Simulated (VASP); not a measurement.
Set up this calculation in VASP 6.6.1, as the native input.

```yaml
Task: single point
Functional: r2SCAN
Potentials_or_basis: VASP PAW PBE potentials, release 64 (Cl, Li_sv)
Cutoff: 520 eV
k_mesh: 5 × 5 × 5
Occupations: fermi-dirac, width 0.05 eV
Spin: no spin polarisation
Dipole_correction: no
Further_INCAR_settings: ALGO = Normal; EDIFF = 1e-06; NBANDS = 12
```

Crystal: LiCl.

```xyz
2
Lattice="0.0000 2.5648 2.5648 2.5648 0.0000 2.5648 2.5648 2.5648 0.0000" Properties=species:S:1:pos:R:3 pbc="T T T"
Cl    2.5648    2.5648    2.5648
Li    0.0000    0.0000    0.0000
```

One way to write it, as run:

POSCAR

```
LiCl
1.0
    0.0000000000      2.5647700000      2.5647700000
    2.5647700000      0.0000000000      2.5647700000
    2.5647700000      2.5647700000      0.0000000000
Cl Li
1 1
Direct
    0.5000000000      0.5000000000      0.5000000000
    0.0000000000      0.0000000000      0.0000000000
```

INCAR.step1

```
PREC = Accurate ; ENCUT = 520
ISMEAR = -1 ; SIGMA = 0.05
LREAL = F ; LASPH = T
NELM = 60 ; NBANDS = 12
GGA = PE ; ALGO = Normal
EDIFF = 1E-4 ; LWAVE = T
LCHARG = F
```

INCAR.step2

```
PREC = Accurate ; ENCUT = 520
EDIFF = 1E-6 ; ISMEAR = -1
SIGMA = 0.05 ; LREAL = F
LASPH = T ; NELM = 60
ALGO = Normal ; ISIF = 2
LWAVE = F ; LCHARG = F
METAGGA = R2SCAN ; LMIXTAU = T
NBANDS = 12 ; ISTART = 1
```

KPOINTS

```
Automatic mesh
0
Gamma
  5 5 5
```

Potentials or basis: VASP PAW PBE potentials, release 64 (Cl, Li_sv).

Command:

```sh
$ cat potpaw_PBE.64/Cl/POTCAR potpaw_PBE.64/Li_sv/POTCAR > POTCAR
$ cp INCAR.step1 INCAR
$ mpirun -np 1 vasp_std > vasp.out
$ cp INCAR.step2 INCAR
$ mpirun -np 1 vasp_std > vasp.out
```

It gave:

- Band gap on the k mesh: 7.29 eV, direct

Caveat: the k points lie up to 0.42 Å⁻¹ apart.

It took 11 s on 1 thread of Intel(R) Xeon(R) 6975P-C (Granite Rapids), on a shared host, peak memory 0.15 GiB.
